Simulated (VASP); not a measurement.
Input of a VASP 6.6.1 run:

Contents of INCAR:

```
SYSTEM = Pd
PREC = Accurate
ENCUT = 520
EDIFF = 1E-6
ISMEAR = 1
SIGMA = 0.2
LREAL = .False.
LASPH = .True.
NELM = 150
ALGO = Normal
ISIF = 2
LWAVE = .False.
LCHARG = .False.
ISPIN = 2
MAGMOM = 0.288
LORBIT = 11
LMAXMIX = 4
GGA = PE
NBANDS = 15
```

File KPOINTS:

```
Automatic mesh
0
Gamma
  14 14 14
  0 0 0
```

File POSCAR:

```
Pd
1.0
    0.0000000000      1.9737080107      1.9737080107
    1.9737080107      0.0000000000      1.9737080107
    1.9737080107      1.9737080107      0.0000000000
Pd
1
Direct
    0.0000000000      0.0000000000      0.0000000000
```

Potentials or basis: VASP PAW PBE potentials, release 64 (Pd).

Launch:

```bash
$ cat potpaw_PBE.64/Pd/POTCAR > POTCAR
$ mpirun -np 1 vasp_std > vasp.out
```

Question: What does it give for the site moments?

Answer: Pd +0.45 μB.

Question: What does it give for the net moment?

Answer: 0.45 μB per cell.

Question: Predict the pressure.

Answer: -0.3 GPa.
